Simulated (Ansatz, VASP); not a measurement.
# Si2C in VASP and in Ansatz

```
CELL_PARAMETERS angstrom
2.73095 0.00000 0.00000
-1.36547 2.36507 0.00000
0.00000 0.00000 6.68943
ATOMIC_POSITIONS crystal
Si 0.66667 0.33333 0.83333
Si 0.33333 0.66667 0.16667
C 0.00000 0.00000 0.50000
```

Alike in both runs: task single point; functional PBE; k mesh 6 × 6 × 4; occupations gaussian, width 0.1 eV; no spin polarisation.

|  | VASP | Ansatz |
| --- | --- | --- |
| version | VASP 6.6.1 | Ansatz 0.2.0 |
| potentials or method | VASP PAW PBE potentials, release 64 (Si, C), cutoff 520 eV | scalar-relativistic, plane waves, PAW |
| valence electrons in the cell | 12 | 12 |

```tsv
	VASP	Ansatz	Ansatz less VASP
gap on the k mesh at the Fermi level (eV)	none	none	-
pressure (GPa)	-11.9	-11.9	0.00
traceless stress, the component that is largest in VASP (GPa)	-6.44	-6.45	-0.010
rms of the force components (eV/Å)	0.846	0.849	+0.0025
```

Atom by atom the forces differ by 0.002 eV/Å (rms over components). A gap of «none» marks a metal or a gap that the smearing closes. The functional is the same, so the differences come from potentials, cutoffs and numerics.

The k mesh is coarse, so the values compare programs but aren't converged.
